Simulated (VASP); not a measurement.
Write the native input for VASP 6.6.1 that does the following.

```yaml
Task: single point
Functional: LDA
Potentials_or_basis: VASP PAW LDA potentials, release 64 (W_sv)
Cutoff: 520 eV
k_mesh: 8 × 5 × 5
Occupations: fermi-dirac, width 0.1 eV
Spin: no spin polarisation
Dipole_correction: no
Further_INCAR_settings: ALGO = Normal; EDIFF = 1e-06; NBANDS = 36
```

The structure of W lies in POSCAR:

```
W
1.0
    2.8096620000      0.0000000000      0.0000000000
    0.0000000000      4.8638700000      0.0000000000
    0.0000000000      0.0000000000      4.9236950000
W
4
Direct
    0.7931720000      0.5631570000      0.2500000000
    0.2068280000      0.0631570000      0.2500000000
    0.2068280000      0.4368430000      0.7500000000
    0.7931720000      0.9368430000      0.7500000000
```

The input as run:

INCAR

```
SYSTEM = W
PREC     = Accurate       ! precision mode
ENCUT    = 520            ! plane-wave cutoff, eV
EDIFF    = 1E-6           ! SCF threshold, eV
ISMEAR   = -1             ! smearing method
SIGMA    = 0.1            ! smearing width, eV
LREAL    = .FALSE.        ! projectors in reciprocal space
LASPH    = .TRUE.         ! aspherical terms in the spheres
NELM     = 60             ! most SCF steps
ALGO     = Normal         ! electronic algorithm
ISIF     = 2              ! what is computed and relaxed
LWAVE    = .FALSE.        ! write WAVECAR
LCHARG   = .FALSE.        ! write CHGCAR
GGA      = CA             ! functional
NBANDS   = 36             ! bands
```

KPOINTS

```
regular mesh
0
G
  8 5 5
  0 0 0
```

Potentials or basis: VASP PAW LDA potentials, release 64 (W_sv).

Command:

```bash
$ cat potpaw_LDA.64/W_sv/POTCAR > POTCAR
$ mpirun -np 1 vasp_std > vasp.out
```

Results of the run:

```
Pressure               : -14.4 GPa
Largest force          : 0.054 eV/Å
Band gap on the k mesh : zero (bands 28 and 29 overlap by 1.35 eV)
```

Caveat: the cell stands under tension; spin-orbit coupling is left out, which moves the levels of the heavy elements.

Wall time 80 s on 1 thread of AMD EPYC 7R13 Processor (Zen 3), with other jobs on the host, peak memory 0.17 GiB.
